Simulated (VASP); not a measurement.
The system is InP (zincblende type).

```
In P
1.0
     0.00000    2.97988    2.97988
     2.97988    0.00000    2.97988
     2.97988    2.97988    0.00000
In P
1 1
Direct
  0.00000 0.00000 0.00000
  0.25000 0.25000 0.25000
```

Base run:

- Program: VASP 6.6.1
- Functional: r2SCAN
- Potentials or basis: VASP PAW PBE potentials, release 64 (In_d, P)
- Cutoff: 520 eV
- k mesh: 12 × 12 × 12
- Occupations: fermi-dirac, width 0.08 eV
- Spin: no spin polarisation

Its results: band gap on the k mesh 0.88 eV, direct; pressure -1.8 GPa.

Q: The run is repeated on the same cell with these changes: functional from r2SCAN to PBE. What comes out?

A: Band gap on the k mesh 0.44 eV, direct; pressure 0.0 GPa.

r2SCAN gives the wider gap, since meta-GGAs in the generalised Kohn-Sham scheme recover part of the derivative discontinuity.

Caveats: spin-orbit coupling is left out, which moves the levels of the heavy elements; the PAW data sets were made with another functional, which shifts forces and pressure a little (some runs).

